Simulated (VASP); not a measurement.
Wanted: the native input for a VASP 6.6.1 run.

| Property | Result |
| --- | --- |
| Task | single point |
| Functional | PBE |
| Potentials or basis | VASP PAW PBE potentials, release 64 (Ga_d, Sb) |
| Cutoff | 520 eV |
| k mesh | 12 × 12 × 12 |
| Occupations | fermi-dirac, width 0.15 eV |
| Spin | no spin polarisation |
| Dipole correction | no |
| Further INCAR settings | ALGO = Normal; EDIFF = 1e-06; NBANDS = 16 |

The structure of GaSb lies in POSCAR:

```
GaSb
1.0
    0.0000000000      2.8922738920      2.8922738920
    2.8922738920      0.0000000000      2.8922738920
    2.8922738920      2.8922738920      0.0000000000
Ga Sb
1 1
Direct
    0.0000000000      0.0000000000      0.0000000000
    0.7500000000      0.7500000000      0.7500000000
```

These files were run (other wordings do the same):

INCAR

```
PREC = Accurate ; ENCUT = 520
EDIFF = 1E-6 ; ISMEAR = -1
SIGMA = 0.15 ; LREAL = False
LASPH = True ; NELM = 60
ALGO = Normal ; ISIF = 2
LWAVE = False ; LCHARG = False
GGA = PE ; NBANDS = 16
```

KPOINTS

```
regular mesh
0
Gamma
  12 12 12
```

Potentials or basis: VASP PAW PBE potentials, release 64 (Ga_d, Sb).

Command:

```bash
$ cat potpaw_PBE.64/Ga_d/POTCAR potpaw_PBE.64/Sb/POTCAR > POTCAR
$ mpirun -np 1 vasp_std > vasp.out
```

It gave:

```json
{
  "Pressure": "16.1 GPa",
  "Band gap on the k mesh": "0.57 eV, indirect (least direct gap 1.31 eV)"
}
```

Caveat: spin-orbit coupling is left out, which moves the levels of the heavy elements.

It took 42 s on 1 thread of Intel(R) Xeon(R) Platinum 8488C (Sapphire Rapids), with other jobs on the host, peak memory 0.2 GiB.
